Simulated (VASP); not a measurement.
# Ba (Im-3m) in VASP: a series of runs, part 2 of 2

VASP 6.6.1. The steps go on from the part before.

## Step 3: Single point, PBEsol

This run uses another cell than the first one, of 57.98 Å³/atom.

INCAR

```
PREC = Accurate ; ENCUT = 520
EDIFF = 1E-6 ; ISMEAR = 0
SIGMA = 0.1 ; LREAL = False
LASPH = True ; NELM = 100
ALGO = Normal ; ISIF = 2
LWAVE = False ; LCHARG = True
GGA = PS ; LELF = True
LVHAR = True ; NBANDS = 11
```

KPOINTS

```
regular mesh
0
Gamma
  12 12 12
```

POSCAR

```
Ba
1.0
   -2.4382288606      2.4382288606      2.4382288606
    2.4382288606     -2.4382288606      2.4382288606
    2.4382288606      2.4382288606     -2.4382288606
Ba
1
Direct
    0.0000000000      0.0000000000      0.0000000000
```

Potentials or basis: VASP PAW PBE potentials, release 64 (Ba_sv).

Command:

```sh
cat potpaw_PBE.64/Ba_sv/POTCAR > POTCAR
mpirun -np 1 vasp_std > vasp.out
```

OUTCAR:

```text
PREC = Accurate
   ENCUT = 520
   EDIFF = 1E-6
   ISMEAR = 0
   LREAL = False
   LASPH = True
   NELM = 100
   ISIF = 2
   GGA = PS

 ion  position               nearest neighbor table
   1  0.000  0.000  0.000-

  LATTYP: Found a body centered cubic cell.
 ALAT       =     4.8764577212

  Lattice vectors:

 A1 = (  -2.4382288606,   2.4382288606,   2.4382288606)
 A2 = (   2.4382288606,  -2.4382288606,   2.4382288606)
 A3 = (   2.4382288606,   2.4382288606,  -2.4382288606)

Analysis of symmetry for initial positions (statically):
=====================================================================
 Subroutine PRICEL returns:
 Original cell was already a primitive cell.

 Routine SETGRP: Setting up the symmetry group for a
 body centered cubic supercell.

 Subroutine GETGRP returns: Found 48 space group operations
 (whereof 48 operations were pure point group operations)
 out of a pool of 48 trial point group operations.

The static configuration has the point symmetry O_h .

Analysis of symmetry for dynamics (positions and initial velocities):
=====================================================================
 Subroutine PRICEL returns:
 Original cell was already a primitive cell.

 Routine SETGRP: Setting up the symmetry group for a
 body centered cubic supercell.

 Subroutine GETGRP returns: Found 48 space group operations
 (whereof 48 operations were pure point group operations)
 out of a pool of 48 trial point group operations.

The dynamic configuration has the point symmetry O_h .

 Subroutine INISYM returns: Found 48 space group operations
 (whereof 48 operations are pure point group operations),
 and found     1 'primitive' translations

----------------------------------------------------------------------------------------

[... 112 lines left out ...]
  Fermi-wavevector in a.u.,A,eV,Ry     =   0.911270  1.722050 11.298453  0.830413
  Thomas-Fermi vector in A             =   2.035530
   LORBIT       =      0    0 simple, 1 ext, 2 COOP (PROOUT), +10 PAW based schemes
   GGA     = PS    functional components
   LHFCALC =     F    Hartree Fock is set to
   AEXX    =    0.0000 exact exchange contribution
   IVDW    =     0    specifies the selected vdW correction
   LEPSILON=     F    determine dielectric tensor
   LRPA    =     F    only Hartree local field effects (RPA)
 non-spin polarized calculation
 Gauss-broadening in eV      SIGMA  =   0.10
  energy-cutoff  :      520.00
  volume of cell :       57.98
 maximum number of plane-waves:      1572
   NGX = 15   NGY = 15   NGZ = 15

 number of electron      10.0000001 magnetization

 Free energy of the ion-electron system (eV)
  ---------------------------------------------------
  ext. energy  EPLUGINS =         0.00000000
  ---------------------------------------------------
  free energy    TOTEN  =        -2.15178305 eV

  energy without entropy =       -2.14538092  energy(sigma->0) =       -2.14858199

 E-fermi :   1.8126     XC(G=0):  -7.7814

 val. band max:        1.7845075545   @ k =  -0.3333   0.5000   0.1667
 cond. band min:       1.8296731352   @ k =  -0.3333   0.4167   0.2500
 fundamental gap:      0.0451655807
 Fermi energy:         1.8126213917

 k-point     1 :       0.0000    0.0000    0.0000
  band No.  band energies     occupation
      1     -26.9069      2.00000
      2     -11.7828      2.00000
      3     -11.7828      2.00000
      4     -11.7828      2.00000
      5      -0.9899      2.00000
      6       3.7181      0.00000
      7       3.7181      0.00000
      8       3.7181      0.00000
      9       5.2705      0.00000
     10       5.2705      0.00000
     11       8.9961      0.00000
[... 309 lines left out ...]
 k-point    24 :       0.4167    0.0833    0.0833
  band No.  band energies     occupation
      1     -26.8430      2.00000
      2     -12.3491      2.00000
      3     -12.0043      2.00000
      4     -11.8288      2.00000
      5       1.1560      2.00000
      6       2.3969      0.00000
      7       3.1394      0.00000
      8       5.3994      0.00000
      9       5.9203      0.00000
     10       7.8072      0.00000
     11       8.0197      0.00000

 [... further k-points ...]

------------------------ aborting loop because EDIFF is reached ----------------------------------------

  FORCE on cell =-STRESS in cart. coord.  units (eV):
  Direction    XX          YY          ZZ          XY          YZ          ZX
  --------------------------------------------------------------------------------------
  -------------------------------------------------------------------------------------
  Total        0.0298972      0.0298972      0.0298972      0.0000000      0.0000000     -0.0000000
  in kB        0.8261467      0.8261467      0.8261467      0.0000000      0.0000000     -0.0000000
  external PRESSURE =       0.8261467 kB  Pullay stress =       0.0000000 kB

 VOLUME and BASIS-vectors are now :
 -----------------------------------------------------------------------------
  energy-cutoff  :      520.00
  volume of cell :       57.98
      direct lattice vectors                 reciprocal lattice vectors
    -2.438228861  2.438228861  2.438228861     0.000000000  0.205066886  0.205066886
     2.438228861 -2.438228861  2.438228861     0.205066886  0.000000000  0.205066886
     2.438228861  2.438228861 -2.438228861     0.205066886  0.205066886  0.000000000

 POSITION                                       TOTAL-FORCE (eV/Angst)
 -----------------------------------------------------------------------------------
      0.00000      0.00000      0.00000        -0.000000     -0.000000     -0.000000
 -----------------------------------------------------------------------------------
    total drift:                                0.000000      0.000000      0.000000

  FREE ENERGIE OF THE ION-ELECTRON SYSTEM (eV)
  ---------------------------------------------------
  free  energy   TOTEN  =        -2.1517830528 eV

  energy  without entropy=       -2.1453809243  energy(sigma->0) =       -2.14858199
```

OSZICAR:

```text
N       E                     dE             d eps       ncg     rms          rms(c)
DAV:   1     0.523517626033E+02    0.52352E+02   -0.42470E+03  1584   0.750E+02
DAV:   2     0.361586651117E+00   -0.51990E+02   -0.50622E+02  1905   0.136E+02
DAV:   3    -0.208386553086E+01   -0.24455E+01   -0.24280E+01  2048   0.307E+01
DAV:   4    -0.215320698476E+01   -0.69341E-01   -0.69215E-01  2041   0.473E+00
DAV:   5    -0.215505286361E+01   -0.18459E-02   -0.18456E-02  2089   0.610E-01    0.177E+00
DAV:   6    -0.215284719037E+01    0.22057E-02   -0.43170E-03  2103   0.562E-01    0.104E+00
DAV:   7    -0.215168328813E+01    0.11639E-02   -0.63576E-03  2161   0.727E-01    0.486E-02
DAV:   8    -0.215177864197E+01   -0.95354E-04   -0.18096E-04  2117   0.851E-02    0.190E-02
DAV:   9    -0.215178322340E+01   -0.45814E-05   -0.59004E-06  1924   0.198E-02    0.271E-03
DAV:  10    -0.215178305282E+01    0.17058E-06   -0.16552E-07  1192   0.267E-03
   1 F= -.21517831E+01 E0= -.21485820E+01  d E =-.640213E-02
```

stdout:

```text
POSCAR found type information on POSCAR Ba
 POSCAR found :  1 types and       1 ions
 scaLAPACK will be used
 -----------------------------------------------------------------------------
|                                                                             |
|                                                                             |
|     You enforced a specific xc type in the INCAR file but a different       |
|     I HOPE YOU KNOW WHAT YOU ARE DOING!                                     |
|                                                                             |
 -----------------------------------------------------------------------------

 LDA part: xc-table for (Slater+PW92), standard interpolation
 POSCAR, INCAR and KPOINTS ok, starting setup
 FFT: planning ... GRIDC
 FFT: planning ... GRID_SOFT
 FFT: planning ... GRID
 WAVECAR not read
 entering main loop
```

Wall time 10 s (1 thread of Intel Xeon 6975P-C (Granite Rapids), shared host); peak memory 0.19 GiB.

Results:

- Free energy: -2.1518 eV
- Pressure: 0.1 GPa
- Band gap on the k mesh: zero (bands 5 and 6 overlap by 1.26 eV)

Caveat: the PAW data sets were made with another functional, which shifts forces and pressure a little; spin-orbit coupling is left out, which moves the levels of the heavy elements.

## Step 4: Single point, PBEsol

This run uses another cell than the first one, of 58.49 Å³/atom.

INCAR

```
ALGO     = Normal         # electronic algorithm
EDIFF    = 1E-7           # SCF threshold, eV
ENCUT    = 520            # plane-wave cutoff, eV
GGA      = PS             # functional
ISIF     = 2              # what is computed and relaxed
ISMEAR   = -1             # smearing method
LASPH    = True           # aspherical terms in the spheres
LCHARG   = True           # write CHGCAR
LELF     = True           # ELF
LREAL    = False          # projectors in reciprocal space
LVHAR    = True         
LWAVE    = False          # write WAVECAR
NBANDS   = 11             # bands
NELM     = 100            # most SCF steps
PREC     = Accurate       # precision mode
SIGMA    = 0.15           # smearing width, eV
```

KPOINTS

```
k-points
0
Gamma
  12 12 12
```

POSCAR

```
Ba
1.0
   -2.4453242975      2.4453242975      2.4453242975
    2.4453242975     -2.4453242975      2.4453242975
    2.4453242975      2.4453242975     -2.4453242975
Ba
1
Direct
    0.0000000000      0.0000000000      0.0000000000
```

Command:

```sh
cat potpaw_PBE.64/Ba_sv/POTCAR > POTCAR
mpirun -np 1 vasp_std > vasp.out
```

Wall time 11 s (1 thread of Intel Xeon 6975P-C (Granite Rapids), shared host); peak memory 0.19 GiB.

It converged, with:

| Property | Result |
| --- | --- |
| Free energy | -2.1970 eV |
| Pressure | 0.1 GPa |
| Band gap on the k mesh | zero (bands 5 and 6 overlap by 1.23 eV) |

Levels at points of the mesh, in eV from the Fermi level:
```tsv
k point	band 2	band 3	band 4	band 5	band 6	band 7	band 8	band 9
(0.00, 0.00, 0.00)	-13.63	-13.63	-13.63	-2.83	1.87	1.87	1.87	3.41
(0.50, 0.00, 0.00)	-14.23	-13.82	-13.64	-0.98	0.64	1.48	3.40	4.03
(0.50, 0.50, 0.50)	-14.04	-14.04	-14.04	-0.67	-0.67	4.69	4.69	4.69
```

Caveat: the PAW data sets were made with another functional, which shifts forces and pressure a little; spin-orbit coupling is left out, which moves the levels of the heavy elements.

## Step 5: Relaxation of cell and atoms, PBEsol

This run uses another cell than the first one, of 57.98 Å³/atom.

INCAR

```
SYSTEM = Ba
PREC = Accurate
ENCUT = 600
EDIFF = 1E-7
ISMEAR = 0
SIGMA = 0.1
LREAL = .FALSE.
LASPH = .TRUE.
NELM = 60
ALGO = Fast
ISIF = 3
LWAVE = .FALSE.
LCHARG = .FALSE.
GGA = PS
IBRION = 2
NSW = 100
EDIFFG = -0.002
```

KPOINTS

```
regular mesh
0
G
  12 12 12
  0 0 0
```

POSCAR

```
Ba
1.0
   -2.4382288606      2.4382288606      2.4382288606
    2.4382288606     -2.4382288606      2.4382288606
    2.4382288606      2.4382288606     -2.4382288606
Ba
1
Direct
    0.0000000000      0.0000000000      0.0000000000
```

Command:

```sh
cat potpaw_PBE.64/Ba_sv/POTCAR > POTCAR
mpirun -np 1 vasp_std > vasp.out
```

Wall time 87 s (1 thread of Intel Xeon 6975P-C (Granite Rapids), shared host); peak memory 0.24 GiB.

Results (log left out):

```yaml
Free_energy: -2.1518 eV
Relaxed_volume: 58.46 Å³/atom
Relaxed_cell: a = 4.235 Å, b = 4.235 Å, c = 4.235 Å, α = 109.47°, β = 109.47°, γ = 109.47°
Space_group_after_relaxing_to_0.1_Å: Im-3m (No. 229)
Energy_gained_by_relaxing: 0.1 meV/atom
Ionic_steps: 7
Pressure_after_relaxing: 0.0 GPa
Band_gap_on_the_k_mesh: zero (bands 5 and 6 overlap by 1.24 eV)
```

Step by step:
```
step  energy change (eV)  largest force (eV/Å)  pressure (GPa)  volume (Å³)
   1              0.0000                0.0000            0.08        57.98
   2             -0.0001                0.0000            0.02        58.23
   3             -0.0001                0.0000            0.03        58.27
   4             -0.0001                0.0000            0.02        58.33
   5             -0.0001                0.0000           -0.01        58.47
   6             -0.0001                0.0000            0.02        58.43
   7             -0.0001                0.0000            0.00        58.46
```

Final structure:
```cif
data_structure
_symmetry_space_group_name_H-M 'P 1'
_symmetry_Int_Tables_number 1
_cell_length_a 4.2347
_cell_length_b 4.2347
_cell_length_c 4.2347
_cell_angle_alpha 109.471
_cell_angle_beta 109.471
_cell_angle_gamma 109.471
_cell_volume 58.46
loop_
_atom_site_label
_atom_site_type_symbol
_atom_site_fract_x
_atom_site_fract_y
_atom_site_fract_z
_atom_site_occupancy
Ba1 Ba 0.00000 0.00000 0.00000 1
```

Levels at points of the mesh, in eV from the Fermi level:
| k point | band 2 | band 3 | band 4 | band 5 | band 6 | band 7 | band 8 | band 9 |
| --- | --- | --- | --- | --- | --- | --- | --- | --- |
| (0.00, 0.00, 0.00) | -13.61 | -13.61 | -13.61 | -2.80 | 1.90 | 1.90 | 1.90 | 3.44 |
| (0.50, 0.00, 0.00) | -14.20 | -13.80 | -13.62 | -0.95 | 0.66 | 1.50 | 3.42 | 4.05 |
| (0.50, 0.50, 0.50) | -14.02 | -14.02 | -14.02 | -0.65 | -0.65 | 4.72 | 4.72 | 4.72 |

Caveat: the PAW data sets were made with another functional, which shifts forces and pressure a little; spin-orbit coupling is left out, which moves the levels of the heavy elements.

## Step 6: The runs side by side

| task | cell | k mesh | cutoff (eV) | smearing | gap on the mesh (eV) | pressure (GPa) |
| --- | --- | --- | --- | --- | --- | --- |
| single point | a = 4.352 Å, angles 109.5°, 1 atom | 6 × 6 × 6 | 520 | gaussian 0.1 eV | none | -0.6 |
| single point | a = 4.223 Å, angles 109.5°, 1 atom | 12 × 12 × 12 | 520 | gaussian 0.1 eV | none | 0.1 |
| single point | a = 4.235 Å, angles 109.5°, 1 atom | 12 × 12 × 12 | 520 | fermi-dirac 0.15 eV | none | 0.1 |
| relaxation of cell and atoms | relaxed from a = 4.223 Å, angles 109.5°, 1 atom | 12 × 12 × 12 | 600 | gaussian 0.1 eV | none | 0.0 |

Alike in all rows: level PBEsol; potentials or basis VASP PAW PBE potentials, release 64 (Ba_sv); no spin polarisation.

Caveats: the PAW data sets were made with another functional, which shifts forces and pressure a little; spin-orbit coupling is left out, which moves the levels of the heavy elements.

Absolute energies hang on the potentials; compare differences alone.

The gap in the log of VASP goes by the Fermi energy; the results here count the filled bands.